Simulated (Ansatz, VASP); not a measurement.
**Two plane-wave programs on SiNi**

```
Si Ni
1.0
     3.02662    0.00000    0.00000
     0.00000    3.27350    0.00000
     0.00000    0.00000    4.69776
Si Ni
2 2
Direct
  0.50000 0.53819 0.84230
  0.00000 0.00000 0.15770
  0.50000 0.50000 0.34422
  0.00000 0.00000 0.65578
```

Alike in both runs: task single point; functional PBEsol; k mesh 16 × 14 × 10; occupations gaussian, width 0.15 eV; no spin polarisation.

|  | VASP | Ansatz |
| --- | --- | --- |
| version | VASP 6.6.1 | Ansatz 0.2.0 |
| potentials or method | VASP PAW PBE potentials, release 64 (Si, Ni), cutoff 520 eV | scalar-relativistic, plane waves, PAW |
| valence electrons in the cell | 28 | 44 |

Ansatz gave:

```
gap on the k mesh at the Fermi level (eV)                     : none
pressure (GPa)                                                : -4.5
traceless stress, the component that is largest in VASP (GPa) : -0.56
rms of the force components (eV/Å)                            : 0.290
```

Problem. What did VASP give for the same quantities?

Solution. gap on the k mesh at the Fermi level (eV): none; pressure (GPa): -4.2; traceless stress, the component that is largest in VASP (GPa): -0.38; rms of the force components (eV/Å): 0.293.

VASP's potentials were made for PBE, not for PBEsol. Atom by atom the forces differ by 0.005 eV/Å (rms over components). A gap of «none» marks a metal or a gap that the smearing closes. VASP's potentials hold 28 valence electrons a cell and Ansatz's 44, so a difference there can come from the potentials and not from the codes.
